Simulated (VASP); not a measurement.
# MgO (Fm-3m) in VASP: notebook

MgO is run at these levels: PBE; tasks: vibrations by perturbation theory, elastic constants.

Program: VASP 6.6.1. These are calculated values, not measurements. Logs are shortened: lines on timing, memory, paths and dates and some standing lists are left out, and cuts for length are marked.

## 1. The cell of the first run

It takes space group Fm-3m (No. 225, cubic). The conventional cell has a = 4.001 Å, b = 4.001 Å, c = 4.001 Å, α = 90.00°, β = 90.00°, γ = 90.00°. Mg (site symmetry m-3m) has 6 O at 2.00 Å within 2.7 Å. Within 2.7 Å of O (site symmetry m-3m) lie 6 Mg at 2.00 Å.

## 2. Vibrations by perturbation theory, PBE

Contents of INCAR:

```
ALGO = Normal
EDIFF = 1E-8
ENCUT = 520
GGA = PE
IBRION = 8
ISIF = 2
ISMEAR = 0
LASPH = True
LCHARG = False
LEPSILON = True
LREAL = False
LWAVE = False
NELM = 100
NSW = 1
PREC = Accurate
SIGMA = 0.01
```

Contents of KPOINTS:

```
k-points
0
Gamma
  10 10 10
```

Contents of POSCAR:

```
MgO
1.0
    0.0000000000      2.0004990925      2.0004990925
    2.0004990925      0.0000000000      2.0004990925
    2.0004990925      2.0004990925      0.0000000000
Mg O
1 1
Direct
    0.0000000000      0.0000000000      0.0000000000
    0.5000000000      0.5000000000      0.5000000000
```

Potentials or basis: VASP PAW PBE potentials, release 64 (Mg, O).

Run with:

```console
cat potpaw_PBE.64/Mg/POTCAR potpaw_PBE.64/O/POTCAR > POTCAR
mpirun -np 1 vasp_std > vasp.out
```

OUTCAR:

```text
EDIFF = 1E-8
   ENCUT = 520
   GGA = PE
   IBRION = 8
   ISIF = 2
   ISMEAR = 0
   LASPH = True
   LEPSILON = True
   LREAL = False
   NELM = 100
   NSW = 1
   PREC = Accurate

 ion  position               nearest neighbor table
   1  0.000  0.000  0.000-   2 2.00   2 2.00   2 2.00   2 2.00   2 2.00   2 2.00
   2  0.500  0.500  0.500-   1 2.00   1 2.00   1 2.00   1 2.00   1 2.00   1 2.00

  LATTYP: Found a face centered cubic cell.
 ALAT       =     4.0009981850

  Lattice vectors:

 A1 = (   0.0000000000,   2.0004990925,   2.0004990925)
 A2 = (   2.0004990925,   0.0000000000,   2.0004990925)
 A3 = (   2.0004990925,   2.0004990925,   0.0000000000)

Analysis of symmetry for initial positions (statically):
=====================================================================
 Subroutine PRICEL returns:
 Original cell was already a primitive cell.

 Routine SETGRP: Setting up the symmetry group for a
 face centered cubic supercell.

 Subroutine GETGRP returns: Found 48 space group operations
 (whereof 48 operations were pure point group operations)
 out of a pool of 48 trial point group operations.

The static configuration has the point symmetry O_h .

Analysis of symmetry for dynamics (positions and initial velocities):
=====================================================================
 Subroutine PRICEL returns:
 Original cell was already a primitive cell.

 Routine SETGRP: Setting up the symmetry group for a
 face centered cubic supercell.

 Subroutine GETGRP returns: Found 48 space group operations
 (whereof 48 operations were pure point group operations)
 out of a pool of 48 trial point group operations.

The dynamic configuration has the point symmetry O_h .

 Subroutine INISYM returns: Found 48 space group operations
 (whereof 48 operations are pure point group operations),
 and found     1 'primitive' translations

----------------------------------------------------------------------------------------

                                     Primitive cell

  volume of cell :      16.0120

  direct lattice vectors                    reciprocal lattice vectors
     0.000000000  2.000499093  2.000499093    -0.249937629  0.249937629  0.249937629
     2.000499093  0.000000000  2.000499093     0.249937629 -0.249937629  0.249937629
     2.000499093  2.000499093  0.000000000     0.249937629  0.249937629 -0.249937629

  length of vectors
     2.829132948  2.829132948  2.829132948     0.432904672  0.432904672  0.432904672

  position of ions in fractional coordinates (direct lattice)
     0.000000000  0.000000000  0.000000000
     0.500000000  0.500000000  0.500000000

  ion indices of the primitive-cell ions
   primitive index   ion index
                 1           1
                 2           2

----------------------------------------------------------------------------------------

 KPOINTS: k-points

Automatic generation of k-mesh.
 Grid dimensions read from file:
 generate k-points for:   10   10   10

 Generating k-lattice:

  Cartesian coordinates                     Fractional coordinates (reciprocal lattice)
    -0.024993763  0.024993763  0.024993763     0.100000000  0.000000000  0.000000000
     0.024993763 -0.024993763  0.024993763     0.000000000  0.100000000  0.000000000
     0.024993763  0.024993763 -0.024993763     0.000000000  0.000000000  0.100000000

[... 412 lines left out ...]
  free energy    TOTEN  =        -0.09611171 eV

  energy without entropy =       -0.09611171

------------------------ aborting loop because EDIFF is reached ----------------------------------------

--------------------------------------- Ionic step        2  -------------------------------------------

------------------------ aborting loop because EDIFF is reached ----------------------------------------

--------------------------------------- Ionic step        3  -------------------------------------------

------------------------ aborting loop because EDIFF is reached ----------------------------------------

 PIEZOELECTRIC TENSOR FIELD DIRECTION 3  (e Angst)
 -----------------------------------------------------------------------------
    -0.00014  0.00000  0.00000           ( -0.00001  0.00000  0.00000)
     0.00000 -0.00014  0.00000           (  0.00000 -0.00001  0.00000)
     0.00000 -0.00000 -0.00016           (  0.00000  0.00000 -0.00001)

 PIEZOELECTRIC TENSOR FIELD DIRECTION 3  (C/m^2)
 -----------------------------------------------------------------------------
    -0.00014  0.00000  0.00000
     0.00000 -0.00014  0.00000
     0.00000 -0.00000 -0.00016

--------------------------------------- Ionic step        4  -------------------------------------------

------------------------ aborting loop because EDIFF is reached ----------------------------------------

[... ionic steps 5 to 6 ...]

--------------------------------------- Ionic step        7  -------------------------------------------

 Free energy of the ion-electron system (eV)
  ---------------------------------------------------
  ---------------------------------------------------
  free energy    TOTEN  =        -0.35979621 eV

  energy without entropy =       -0.35979621

------------------------ aborting loop because EDIFF is reached ----------------------------------------

 INTERNAL STRAIN TENSOR  FOR ION    2  DIRECTION 1   (eV/Angst):
 -----------------------------------------------------------------------------
    -0.00459 -0.00000  0.00000
     0.00000  0.00686  0.00000
     0.00000  0.00000  0.00686

 MACROSCOPIC STATIC DIELECTRIC TENSOR (including local field effects in DFT)
 ------------------------------------------------------
           2.977346    -0.000000     0.000000
          -0.000000     2.977346     0.000000
           0.000000    -0.000000     2.977346
 ------------------------------------------------------

 PIEZOELECTRIC TENSOR (including local field effects)  for field in x, y, z        (e  Angst)
          XX          YY          ZZ          XY          YZ          ZX
  --------------------------------------------------------------------------------
  x     0.00000     0.00000     0.00000     0.00000     0.00000     0.00000
  y     0.00000     0.00000     0.00000     0.00000     0.00000     0.00000
  z     0.00000     0.00000     0.00000     0.00000     0.00000     0.00000

 PIEZOELECTRIC TENSOR (including local field effects)  for field in x, y, z        (C/m^2)
          XX          YY          ZZ          XY          YZ          ZX
  --------------------------------------------------------------------------------
  x     0.00000     0.00000     0.00000     0.00000     0.00000     0.00000
  y     0.00000     0.00000     0.00000     0.00000     0.00000     0.00000
  z     0.00000     0.00000     0.00000     0.00000     0.00000     0.00000

 BORN EFFECTIVE CHARGES (including local field effects) (in |e|, cummulative output)
 ---------------------------------------------------------------------------------
 ion    1
    1     1.90829    -0.00000     0.00000
    2     0.00000     1.90829     0.00000
    3    -0.00000    -0.00000     1.90829
 ion    2
    1    -1.90829     0.00000    -0.00000
    2     0.00000    -1.90829    -0.00000
    3     0.00000     0.00000    -1.90829

 INTERNAL STRAIN TENSOR FOR ION    2 for displacements in x,y,z  (eV/Angst):
          X           Y           Z          XY          YZ          ZX
  --------------------------------------------------------------------------------
  x     0.00000     0.00000     0.00000     0.00000     0.00000     0.00000
  y     0.00000     0.00000     0.00000     0.00000     0.00000     0.00000
  z     0.00000     0.00000     0.00000     0.00000     0.00000     0.00000

 SECOND DERIVATIVES (NOT SYMMETRIZED)
 ------------------------------------
               1X          1Y          1Z          2X          2Y          2Z
  1X   -10.558399    0.000000    0.000000   10.558399    0.000000    0.000000
  1Y     0.000000  -10.558399    0.000000    0.000000   10.558399    0.000000
  1Z     0.000000    0.000000  -10.558399    0.000000    0.000000   10.558399
  2X    10.549613    0.000000    0.000000  -10.549613    0.000000    0.000000
  2Y     0.000000   10.549613    0.000000    0.000000  -10.549613    0.000000
  2Z     0.000000    0.000000   10.549613    0.000000    0.000000  -10.549613

 Eigenvectors and eigenvalues of the dynamical matrix
 ----------------------------------------------------

   1 f  =   16.349800 THz   102.728820 2PiTHz  545.370610 cm-1    67.617307 meV
             X         Y         Z           dx          dy          dz
      0.000000  0.000000  0.000000     0.628180    0.050617    0.000000
      2.000499  2.000499  2.000499    -0.773911   -0.062359    0.000000
[... 21 lines left out ...]
   6 f/i=    0.003330 THz     0.020923 2PiTHz    0.111076 cm-1     0.013772 meV
             X         Y         Z           dx          dy          dz
      0.000000  0.000000  0.000000     0.000000    0.000000    0.776420
      2.000499  2.000499  2.000499     0.000000    0.000000    0.630216

--------------------------------------------------------------------------------------------------------

 MACROSCOPIC STATIC DIELECTRIC TENSOR IONIC CONTRIBUTION
 ------------------------------------------------------
           3.899330    -0.000000     0.000000
          -0.000000     3.899330    -0.000000
           0.000000    -0.000000     3.899330
 ------------------------------------------------------

 ELASTIC MODULI CONTR FROM IONIC RELAXATION (kBar)
 Direction    XX          YY          ZZ          XY          YZ          ZX
 --------------------------------------------------------------------------------
 XX           0.0000      0.0000      0.0000      0.0000      0.0000      0.0000
 YY           0.0000      0.0000      0.0000      0.0000      0.0000      0.0000
 ZZ           0.0000      0.0000      0.0000      0.0000      0.0000      0.0000
 XY           0.0000      0.0000      0.0000      0.0000      0.0000      0.0000
 YZ           0.0000      0.0000      0.0000      0.0000      0.0000      0.0000
 ZX           0.0000      0.0000      0.0000      0.0000      0.0000      0.0000
 --------------------------------------------------------------------------------

 PIEZOELECTRIC TENSOR IONIC CONTR  for field in x, y, z        (C/m^2)
          XX          YY          ZZ          XY          YZ          ZX
  --------------------------------------------------------------------------------
  x     0.00000     0.00000     0.00000     0.00000     0.00000     0.00000
  y     0.00000     0.00000     0.00000     0.00000     0.00000     0.00000
  z     0.00000     0.00000     0.00000     0.00000     0.00000     0.00000
```

Run time: 2.7 min. Hardware: 1 thread of Intel Xeon 8259CL, shared host; peak memory 0.18 GiB.

What came out:

* Electronic dielectric tensor (diagonal): 2.98
* Born charges (mean of the diagonal): Mg +1.91; O -1.91 e
* Highest phonon frequency at Γ, LO-TO splitting left out: 545 cm⁻¹

Phonon frequencies in cm⁻¹ (negative: imaginary):
| q point | frequencies |
| --- | --- |
| (0.000, 0.000, 0.000) | 0 0 0 545 545 545 |

Electronic dielectric tensor:
```
2.98 0.00 0.00
0.00 2.98 0.00
0.00 0.00 2.98
```

Born effective charge tensors (e):
atom 1, Mg
```
1.91 0.00 0.00
0.00 1.91 0.00
0.00 0.00 1.91
```
atom 2, O
```
-1.91  0.00  0.00
 0.00 -1.91  0.00
 0.00  0.00 -1.91
```

Caveat: the cell stands under pressure or tension, which shifts response properties.

## 3. Elastic constants, PBE

This run uses another cell than the first one, of 9.44 Å³/atom.

Contents of INCAR:

```
SYSTEM = MgO
  PREC = Accurate
  ENCUT = 600
  EDIFF = 1E-8
  ISMEAR = 0
  SIGMA = 0.01
  LREAL = .FALSE.
  LASPH = .TRUE.
  NELM = 80
  ALGO = Normal
  ISIF = 3
  LWAVE = .FALSE.
  LCHARG = .TRUE.
  GGA = PE
  NBANDS = 11
  IBRION = 6
  NFREE = 2
  POTIM = 0.015
  NSW = 1
```

Contents of KPOINTS:

```
Automatic mesh
0
G
  10 10 10
  0 0 0
```

Contents of POSCAR:

```
MgO
1.0
    0.0000000000      2.1132307038      2.1132307038
    2.1132307038      0.0000000000      2.1132307038
    2.1132307038      2.1132307038      0.0000000000
Mg O
1 1
Direct
    0.0000000000      0.0000000000      0.0000000000
    0.5000000000      0.5000000000      0.5000000000
```

Potentials or basis: VASP PAW PBE potentials, release 64 (Mg, O).

Run with:

```console
cat potpaw_PBE.64/Mg/POTCAR potpaw_PBE.64/O/POTCAR > POTCAR
mpirun -np 1 vasp_std > vasp.out
```

OUTCAR:

```text
SYSTEM = MgO
   PREC = Accurate
   ENCUT = 600
   EDIFF = 1E-8
   ISMEAR = 0
   LREAL = .FALSE.
   LASPH = .TRUE.
   NELM = 80
   ISIF = 3
   GGA = PE
   IBRION = 6
   NFREE = 2
   POTIM = 0.015
   NSW = 1

 ion  position               nearest neighbor table
   1  0.000  0.000  0.000-   2 2.11   2 2.11   2 2.11   2 2.11   2 2.11   2 2.11
   2  0.500  0.500  0.500-   1 2.11   1 2.11   1 2.11   1 2.11   1 2.11   1 2.11

  LATTYP: Found a face centered cubic cell.
 ALAT       =     4.2264614076

  Lattice vectors:

 A1 = (   0.0000000000,   2.1132307038,   2.1132307038)
 A2 = (   2.1132307038,   0.0000000000,   2.1132307038)
 A3 = (   2.1132307038,   2.1132307038,   0.0000000000)

[... 759 lines left out ...]
  --------------------------------------------------------------------------------
  x     0.00000     0.00000     0.00000     0.00000     0.00000     0.00000
  y     0.00000     0.00000     0.00000     0.00000     0.00000     0.00000
  z     0.00000     0.00000     0.00000     0.00000     0.00000     0.00000

 INTERNAL STRAIN TENSOR FOR ION    2 for displacements in x,y,z  (eV/Angst):
          X           Y           Z          XY          YZ          ZX
  --------------------------------------------------------------------------------
  x     0.00000     0.00000     0.00000     0.00000     0.00000     0.00000
  y     0.00000     0.00000     0.00000     0.00000     0.00000     0.00000
  z     0.00000     0.00000     0.00000     0.00000     0.00000     0.00000

 Eigenvectors and eigenvalues of the dynamical matrix
 ----------------------------------------------------

   1 f  =   11.569065 THz    72.690578 2PiTHz  385.902463 cm-1    47.845786 meV
             X         Y         Z           dx          dy          dz
      0.000000  0.000000  0.000000    -0.629791    0.000000    0.000000
      2.113231  2.113231  2.113231     0.776764    0.000000    0.000000
[... 21 lines left out ...]
   6 f/i=    0.003974 THz     0.024970 2PiTHz    0.132559 cm-1     0.016435 meV
             X         Y         Z           dx          dy          dz
      0.000000  0.000000  0.000000     0.000000    0.000000    0.776764
      2.113231  2.113231  2.113231     0.000000    0.000000    0.629791

--------------------------------------------------------------------------------------------------------

 ELASTIC MODULI CONTR FROM IONIC RELAXATION (kBar)
 Direction    XX          YY          ZZ          XY          YZ          ZX
 --------------------------------------------------------------------------------
 XX           0.0000      0.0000      0.0000      0.0000      0.0000      0.0000
 YY           0.0000      0.0000      0.0000      0.0000      0.0000      0.0000
 ZZ           0.0000      0.0000      0.0000      0.0000      0.0000      0.0000
 XY           0.0000      0.0000      0.0000      0.0000      0.0000      0.0000
 YZ           0.0000      0.0000      0.0000      0.0000      0.0000      0.0000
 ZX           0.0000      0.0000      0.0000      0.0000      0.0000      0.0000
 --------------------------------------------------------------------------------

 TOTAL ELASTIC MODULI (kBar)
 Direction    XX          YY          ZZ          XY          YZ          ZX
 --------------------------------------------------------------------------------
 XX        2915.6435    915.9859    915.9859     -0.0000      0.0000      0.0000
 YY         915.9859   2915.6435    915.9859      0.0000     -0.0000      0.0000
 ZZ         915.9859    915.9859   2915.6435      0.0000      0.0000     -0.0000
 XY          -0.0000      0.0000      0.0000   1453.6909     -0.0000      0.0000
 YZ           0.0000     -0.0000      0.0000     -0.0000   1453.6909      0.0000
 ZX           0.0000      0.0000     -0.0000      0.0000      0.0000   1453.6909
 --------------------------------------------------------------------------------
```

It took 3.6 min on 1 thread of Intel Xeon Platinum 8259CL at 2.50GHz (Skylake/Cascade Lake), shared host; peak memory 0.26 GiB.

Results:

```yaml
Elastic_constants_C11_C12_C44: 292, 92, 145 GPa
Voigt_bulk_modulus: 158 GPa
Highest_phonon_frequency_at_Γ_LO-TO_splitting_left_out: 386 cm⁻¹
```

Phonon frequencies in cm⁻¹ (negative: imaginary):
```tsv
q point	frequencies
(0.000, 0.000, 0.000)	0 0 0 386 386 386
```

Elastic tensor in Voigt notation (GPa, in the Cartesian axes of the cell as first typed):
```
292  92  92   0   0   0
 92 292  92   0   0   0
 92  92 292   0   0   0
  0   0   0 145   0   0
  0   0   0   0 145   0
  0   0   0   0   0 145
```

Clamped-ion elastic tensor (GPa):
```
292  92  92   0   0   0
 92 292  92   0   0   0
 92  92 292   0   0   0
  0   0   0 145   0   0
  0   0   0   0 145   0
  0   0   0   0   0 145
```

Caveat: the cell is under stress, which shifts elastic constants.

(Part 1 of 2 ends here.)
